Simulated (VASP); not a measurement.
Runs of VASP 6.6.1 on Sb6Se. The structure is that of space group Pm-3m (No. 221), or close to it. The cells are those of the table. 

```tsv
cell	gap on the mesh (eV)	pressure (GPa)	largest force (eV/Å)
a = 7.562 Å, 7 atoms	none	-0.7	(c)
a = 7.362 Å, 7 atoms	none	1.0	0.38
a = 7.463 Å, 7 atoms	none	0.1	0.19
a = 7.413 Å, 7 atoms	none	(b)	(a)
```

Alike in all rows: task single point; level PBE; potentials or basis VASP PAW PBE potentials, release 64 (Sb, Se); no spin polarisation; k mesh 4 × 4 × 4; cutoff (eV) 520; smearing fermi-dirac 0.05 eV.

Q: Fill in the values left out.

A: (a) 0.20; (b) 0.5; (c) 0.27.

Caveats: spin-orbit coupling is left out, which moves the levels of the heavy elements.

A k mesh can miss the band edges, and the runs leave out spin-orbit coupling on Sb, Se.

A gap of «none» marks levels without a gap at the run's occupations.
